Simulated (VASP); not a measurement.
# Si3Br2 (R-3m) in VASP: further runs

Si3Br2 is run at these levels: PBE; tasks: single point, relaxation of cell and atoms.

Everything below comes from runs of VASP 6.6.1. Logs are shortened: lines on timing, memory, paths and dates and some standing lists are left out, and cuts for length are marked.

## 1. The cell of the first run

Symmetry: R-3m, No. 166, trigonal system. Conventional cell: a = 8.483 Å, b = 8.483 Å, c = 6.408 Å, α = 90.00°, β = 90.00°, γ = 120.00°. Within 3.3 Å of Si (site symmetry 2/m) lie 2 Br at 2.53 Å and 4 Si at 3.25 Å. Within 3.3 Å of Br (site symmetry 3m) lie 3 Si at 2.53 Å and 1 Br at 2.99 Å.

## 2. Single point, PBE

File INCAR:

```
ALGO     = Normal         # electronic algorithm
EDIFF    = 1E-6           # SCF threshold, eV
ENCUT    = 520            # plane-wave cutoff, eV
GGA      = PE             # functional
ISIF     = 2              # what is computed and relaxed
ISMEAR   = 0              # smearing method
LASPH    = True           # aspherical terms in the spheres
LCHARG   = True           # write CHGCAR
LELF     = True           # ELF
LREAL    = False          # projectors in reciprocal space
LVHAR    = True         
LWAVE    = False          # write WAVECAR
NBANDS   = 21             # bands
NELM     = 100            # most SCF steps
PREC     = Accurate       # precision mode
SIGMA    = 0.1            # smearing width, eV
```

File KPOINTS:

```
k-points
0
Gamma
  12 12 12
```

File POSCAR:

```
Si3Br2
1.0
    4.2417419379      2.4489708497      2.1358920483
   -4.2417419379      2.4489708497      2.1358920483
    0.0000000000     -4.8979416993      2.1358920483
Si Br
3 2
Direct
    0.0000000000      0.5000000000      0.0000000000
    0.5000000000      0.0000000000      0.0000000000
    0.0000000000      0.0000000000      0.5000000000
    0.7330591455      0.7330591455      0.7330591455
    0.2669408545      0.2669408545      0.2669408545
```

Potentials or basis: VASP PAW PBE potentials, release 64 (Si, Br).

On the command line:

```
> cat potpaw_PBE.64/Si/POTCAR potpaw_PBE.64/Br/POTCAR > POTCAR
> mpirun -np 1 vasp_std > vasp.out
```

OUTCAR:

```text
EDIFF = 1E-6
   ENCUT = 520
   GGA = PE
   ISIF = 2
   ISMEAR = 0
   LASPH = True
   LREAL = False
   NELM = 100
   PREC = Accurate

 ion  position               nearest neighbor table
   1  0.000  0.500  0.000-   4 2.53   5 2.53
   2  0.500  0.000  0.000-   4 2.53   5 2.53
   3  0.000  0.000  0.500-   4 2.53   5 2.53
   4  0.733  0.733  0.733-   1 2.53   2 2.53   3 2.53
   5  0.267  0.267  0.267-   1 2.53   2 2.53   3 2.53

  LATTYP: Found a trigonal (rhomboedric) cell.
 ALAT       =     5.3433947760
 COS(alpha) =    -0.2603290850

  Lattice vectors:

 A1 = (   4.2417419379,   2.4489708497,   2.1358920483)
 A2 = (  -4.2417419379,   2.4489708497,   2.1358920483)
 A3 = (   0.0000000000,  -4.8979416993,   2.1358920483)

Analysis of symmetry for initial positions (statically):
=====================================================================
 Subroutine PRICEL returns:
 Original cell was already a primitive cell.

 Routine SETGRP: Setting up the symmetry group for a
 trigonal (rhombohedral) supercell.

 Subroutine GETGRP returns: Found 12 space group operations
 (whereof 12 operations were pure point group operations)
 out of a pool of 12 trial point group operations.

The static configuration has the point symmetry D_3d.

Analysis of symmetry for dynamics (positions and initial velocities):
=====================================================================
 Subroutine PRICEL returns:
 Original cell was already a primitive cell.

 Routine SETGRP: Setting up the symmetry group for a
 trigonal (rhombohedral) supercell.

 Subroutine GETGRP returns: Found 12 space group operations
 (whereof 12 operations were pure point group operations)
 out of a pool of 12 trial point group operations.

The dynamic configuration has the point symmetry D_3d.

 Subroutine INISYM returns: Found 12 space group operations
 (whereof 12 operations are pure point group operations),
 and found     1 'primitive' translations

----------------------------------------------------------------------------------------

                                     Primitive cell

  volume of cell :     133.1246

  direct lattice vectors                    reciprocal lattice vectors
     4.241741938  2.448970850  2.135892048     0.117876101  0.068055798  0.156062819
    -4.241741938  2.448970850  2.135892048    -0.117876101  0.068055798  0.156062819
     0.000000000 -4.897941699  2.135892048     0.000000000 -0.136111597  0.156062819

  length of vectors
     5.343394776  5.343394776  5.343394776     0.207079623  0.207079623  0.207079623

  position of ions in fractional coordinates (direct lattice)
     0.000000000  0.500000000  1.000000000
     0.500000000  0.000000000  1.000000000
     0.000000000  0.000000000  0.500000000
     0.733059146  0.733059146  0.733059146
     0.266940854  0.266940854  0.266940854

  ion indices of the primitive-cell ions
   primitive index   ion index
                 1           1
                 2           2
                 3           3
                 4           4
                 5           5

----------------------------------------------------------------------------------------

 KPOINTS: k-points

Automatic generation of k-mesh.
 Grid dimensions read from file:
 generate k-points for:   12   12   12

 Generating k-lattice:

  Cartesian coordinates                     Fractional coordinates (reciprocal lattice)
     0.009823008  0.005671317  0.013005235     0.083333333 -0.000000000 -0.000000000
    -0.009823008  0.005671317  0.013005235    -0.000000000  0.083333333 -0.000000000
     0.000000000 -0.011342633  0.013005235    -0.000000000 -0.000000000  0.083333333

  Length of vectors
     0.017256635  0.017256635  0.017256635

  Shift w.r.t. Gamma in fractional coordinates (k-lattice)
     0.000000000  0.000000000  0.000000000

 Subroutine IBZKPT returns following result:
 ===========================================

 Found    189 irreducible k-points:

 Following reciprocal coordinates:
            Coordinates               Weight
  0.000000  0.000000  0.000000      1.000000
  0.083333  0.000000  0.000000      6.000000
  0.166667  0.000000 -0.000000      6.000000
  0.250000  0.000000  0.000000      6.000000
  0.333333  0.000000  0.000000      6.000000
  0.416667  0.000000  0.000000      6.000000
[... 16 lines left out ...]
  0.500000  0.166667  0.000000     12.000000
 -0.416667  0.166667  0.000000     12.000000
 [... further k-points ...]
   k-points           NKPTS =    189   k-points in BZ     NKDIM =    189   number of bands    NBANDS=     21
   number of dos      NEDOS =    301   number of ions     NIONS =      5
   total plane-waves  NPLWV =  64000
   dimension x,y,z NGX =    40 NGY =   40 NGZ =   40
   dimension x,y,z NGXF=    80 NGYF=   80 NGZF=   80
   ions per type =               3   2
   NGX,Y,Z   is equivalent  to a cutoff of  12.44, 12.44, 12.44 a.u.
   NGXF,Y,Z  is equivalent  to a cutoff of  24.89, 24.89, 24.89 a.u.
 SYSTEM =  unknown system
   PREC   = accura    normal or accurate (medium, high low for compatibility)
   ISTART =      0    job   : 0-new  1-cont  2-samecut
   ICHARG =      2    charge: 1-file 2-atom 10-const
   ISPIN  =      1    spin polarized calculation?
   LNONCOLLINEAR =      F non collinear calculations
   LSORBIT =      F    spin-orbit coupling
   LASPH  =      T    aspherical Exc in radial PAW
   ENCUT  =  520.0 eV  38.22 Ry    6.18 a.u.   9.94  9.94  9.94*2*pi/ulx,y,z
   NELM   =    100;   NELMIN=  2; NELMDL= -5     # of ELM steps
   EDIFF  = 0.1E-05   stopping-criterion for ELM
   LREAL  =      F    real-space projection
   EDIFFG = 0.1E-04   stopping-criterion for IOM
   NSW    =      0    number of steps for IOM
   IBRION =     -1    ionic relax: 0-MD 1-quasi-New 2-CG
   NFREE  =      0    steps in history (QN), initial steepest desc. (CG)
   ISIF   =      2    stress and relaxation
   ISYM   =      2    0-nonsym 1-usesym 2-fastsym
   POTIM  = 0.5000    time-step for ionic-motion
   TEBEG  =    0.0;   TEEND  =   0.0 temperature during run
   PSTRESS=    0.0 pullay stress
   NELECT =      26.0000    total number of electrons
   NUPDOWN=      -1.0000    fix difference up-down
   EMIN   =  10.00;   EMAX   =-10.00  energy-range for DOS
   EFERMI =   0.00;   METHOD = LEGACY
   ISMEAR =     0;   SIGMA  =   0.10  broadening in eV -4-tet -1-fermi 0-gaus
   EFERMI_NEDOS =   21; number of points for ismear=-14 and -15
   IALGO  =     38    algorithm
   IMIX   =      4    mixing-type and parameters
     AMIX     =   0.40;   BMIX     =  1.00
     AMIX_MAG =   1.60;   BMIX_MAG =  1.00
  volume/ion in A,a.u.               =      26.62       179.67
  Fermi-wavevector in a.u.,A,eV,Ry     =   0.949831  1.794921 12.274897  0.902180
  Thomas-Fermi vector in A             =   2.078151
   LORBIT       =      0    0 simple, 1 ext, 2 COOP (PROOUT), +10 PAW based schemes
   GGA     = PE    functional components
   LHFCALC =     F    Hartree Fock is set to
   AEXX    =    0.0000 exact exchange contribution
   IVDW    =     0    specifies the selected vdW correction
   LEPSILON=     F    determine dielectric tensor
   LRPA    =     F    only Hartree local field effects (RPA)
 non-spin polarized calculation
 Gauss-broadening in eV      SIGMA  =   0.10
  energy-cutoff  :      520.00
  volume of cell :      133.12
 maximum number of plane-waves:      3614
   NGX = 19   NGY = 19   NGZ = 19

 number of electron      25.9999994 magnetization

 Free energy of the ion-electron system (eV)
  ---------------------------------------------------
  ext. energy  EPLUGINS =         0.00000000
  ---------------------------------------------------
  free energy    TOTEN  =       -15.69833913 eV

  energy without entropy =      -15.68507115  energy(sigma->0) =      -15.69170514

 E-fermi :   3.5782     XC(G=0):  -8.6918

 val. band max:        3.5741384867   @ k =   0.4167   0.2500   0.0833
 cond. band min:       3.5782446138   @ k =  -0.1667  -0.4167   0.0833
 fundamental gap:      0.0041061271
 Fermi energy:         3.5781679666

 k-point     1 :       0.0000    0.0000    0.0000
  band No.  band energies     occupation
      1     -13.3009      2.00000
      2     -12.4052      2.00000
      3      -4.1048      2.00000
      4      -3.6743      2.00000
      5      -3.6743      2.00000
      6      -2.4054      2.00000
[... 13 lines left out ...]
     20       9.2683      0.00000
     21       9.4213      0.00000

 k-point     2 :       0.0833    0.0000    0.0000
  band No.  band energies     occupation
      1     -13.2871      2.00000
      2     -12.4211      2.00000
      3      -4.1157      2.00000
      4      -3.7238      2.00000
      5      -3.6838      2.00000
      6      -2.3917      2.00000
[... 13 lines left out ...]
     20       9.1257      0.00000
     21       9.2671      0.00000

 k-point     3 :       0.1667    0.0000   -0.0000
  band No.  band energies     occupation
      1     -13.2465      2.00000
      2     -12.4674      2.00000
      3      -4.1529      2.00000
      4      -3.8431      2.00000
      5      -3.7090      2.00000
      6      -2.3546      2.00000
[... 13 lines left out ...]
     20       8.7309      0.00000
     21       9.1456      0.00000
[... 457 lines left out ...]
 k-point    23 :       0.5000    0.1667    0.0000
  band No.  band energies     occupation
      1     -13.0430      2.00000
      2     -12.6704      2.00000
      3      -4.8102      2.00000
      4      -3.9645      2.00000
      5      -3.6833      2.00000
      6      -2.0993      2.00000
[... 13 lines left out ...]
     20       7.9549      0.00000
     21       9.3180      0.00000

 k-point    24 :      -0.4167    0.1667    0.0000
  band No.  band energies     occupation
      1     -13.1245      2.00000
      2     -12.5764      2.00000
      3      -4.8097      2.00000
      4      -3.9431      2.00000
      5      -3.6554      2.00000
      6      -2.1436      2.00000
[... 13 lines left out ...]
     20       7.8823      0.00000
     21       9.3224      0.00000

 [... further k-points ...]

------------------------ aborting loop because EDIFF is reached ----------------------------------------

  FORCE on cell =-STRESS in cart. coord.  units (eV):
  Direction    XX          YY          ZZ          XY          YZ          ZX
  --------------------------------------------------------------------------------------
  -------------------------------------------------------------------------------------
  Total        0.0289926      0.0289926      0.0381934      0.0000000      0.0000000      0.0000000
  in kB        0.3489314      0.3489314      0.4596642      0.0000000      0.0000000      0.0000000
  external PRESSURE =       0.3858424 kB  Pullay stress =       0.0000000 kB

 VOLUME and BASIS-vectors are now :
 -----------------------------------------------------------------------------
  energy-cutoff  :      520.00
  volume of cell :      133.12
      direct lattice vectors                 reciprocal lattice vectors
     4.241741938  2.448970850  2.135892048     0.117876101  0.068055798  0.156062819
    -4.241741938  2.448970850  2.135892048    -0.117876101  0.068055798  0.156062819
     0.000000000 -4.897941699  2.135892048     0.000000000 -0.136111597  0.156062819

 POSITION                                       TOTAL-FORCE (eV/Angst)
 -----------------------------------------------------------------------------------
     -2.12087      1.22449      1.06795         0.000000     -0.000000      0.000000
      2.12087      1.22449      1.06795         0.000000     -0.000000     -0.000000
      0.00000     -2.44897      1.06795        -0.000000     -0.000000     -0.000000
      0.00000      0.00000      4.69721        -0.000000     -0.000000     -0.000091
      0.00000      0.00000      1.71047        -0.000000      0.000000      0.000091
 -----------------------------------------------------------------------------------
    total drift:                               -0.000000      0.000000      0.000000

  FREE ENERGIE OF THE ION-ELECTRON SYSTEM (eV)
  ---------------------------------------------------
  free  energy   TOTEN  =       -15.6983391341 eV

  energy  without entropy=      -15.6850711548  energy(sigma->0) =      -15.69170514
```

Wall time 2.5 min (1 thread of Intel Xeon 6975P-C (Granite Rapids), shared host); peak memory 0.54 GiB.

What came out:

```
Free energy            : -15.6983 eV
Pressure               : 0.0 GPa
Band gap on the k mesh : zero (band 13 reaches 4.01 eV, above the bottom of band 14 at 2.68 eV)
```

Levels at points of the mesh, in eV from the Fermi level:
```csv
k point,band 10,band 11,band 12,band 13,band 14,band 15,band 16,band 17
"(0.00, 0.00, 0.00)",-2.02,-1.84,-1.70,-1.70,-0.90,2.01,2.93,2.93
"(0.50, 0.00, 0.00)",-2.63,-2.59,-1.62,0.43,0.51,1.08,1.66,3.19
"(0.50, 0.50, 0.00)",-2.00,-1.77,-0.62,0.33,0.43,0.75,1.74,3.32
"(0.50, 0.50, 0.50)",-1.83,-1.83,-1.49,-1.49,0.54,2.32,3.79,3.79
```

## 3. Relaxation of cell and atoms, PBE

File INCAR:

```
ALGO = Normal
EDIFF = 1E-6
EDIFFG = -0.01
ENCUT = 600
GGA = PE
IBRION = 2
ISIF = 3
ISMEAR = 0
LASPH = True
LCHARG = False
LREAL = False
LWAVE = False
NELM = 100
NSW = 100
PREC = Accurate
SIGMA = 0.1
```

KPOINTS is that of step 2.

File POSCAR:

```
Si3Br2
1.0
    4.2392479999      2.4475309739      2.1376341297
   -4.2392479999      2.4475309739      2.1376341297
    0.0000000000     -4.8950619478      2.1376341297
Si Br
3 2
Direct
    0.0000000000      0.5000000000      0.0000000000
    0.5000000000      0.0000000000      0.0000000000
    0.0000000000      0.0000000000      0.5000000000
    0.7329745074      0.7329745074      0.7329745074
    0.2670254926      0.2670254926      0.2670254926
```

Potentials or basis: VASP PAW PBE potentials, release 64 (Si, Br).

On the command line:

```
> cat potpaw_PBE.64/Si/POTCAR potpaw_PBE.64/Br/POTCAR > POTCAR
> mpirun -np 1 vasp_std > vasp.out
```

It took 18 min on 1 thread of Intel Xeon Platinum 8375C at 2.90GHz (Ice Lake), shared host; peak memory 0.68 GiB.

It converged, with:

```yaml
Free_energy: -15.6984 eV
Relaxed_volume: 26.65 Å³/atom
Relaxed_cell: a = 5.345 Å, b = 5.345 Å, c = 5.345 Å, α = 105.08°, β = 105.08°, γ = 105.08°
Space_group_after_relaxing_to_0.05_Å: R-3m (No. 166)
Energy_gained_by_relaxing: 0.0 meV/atom
Ionic_steps: 2
Pressure_after_relaxing: 0.0 GPa
Largest_force_after_relaxing: 0.006 eV/Å
Band_gap_on_the_k_mesh: zero (band 13 reaches 4.00 eV, above the bottom of band 14 at 2.68 eV)
```

Forces on the atoms (eV/Å):
```
Si   0.000  0.000  0.000
Si   0.000  0.000  0.000
Si   0.000  0.000  0.000
Br   0.000  0.000  0.006
Br   0.000  0.000 -0.006
```

Final structure:
```xyz
5
Lattice="4.2425 2.4494 2.1374 -4.2425 2.4494 2.1374 0.0000 -4.8988 2.1374" Properties=species:S:1:pos:R:3 pbc="T T T"
Si    2.1212    3.6741    3.2060
Si    2.1212    1.2247    1.0687
Si   -4.2425    0.0000    3.2060
Br    0.0000    0.0000    4.6996
Br    0.0000    0.0000    1.7124
```

Levels at points of the mesh, in eV from the Fermi level:
| k point | band 10 | band 11 | band 12 | band 13 | band 14 | band 15 | band 16 | band 17 |
| --- | --- | --- | --- | --- | --- | --- | --- | --- |
| (0.00, 0.00, 0.00) | -2.02 | -1.84 | -1.70 | -1.70 | -0.89 | 2.01 | 2.92 | 2.92 |
| (0.50, 0.00, 0.00) | -2.63 | -2.59 | -1.62 | 0.43 | 0.51 | 1.08 | 1.66 | 3.19 |
| (0.50, 0.50, 0.00) | -2.00 | -1.77 | -0.62 | 0.33 | 0.44 | 0.75 | 1.74 | 3.32 |
| (0.50, 0.50, 0.50) | -1.83 | -1.83 | -1.48 | -1.48 | 0.54 | 2.32 | 3.79 | 3.79 |
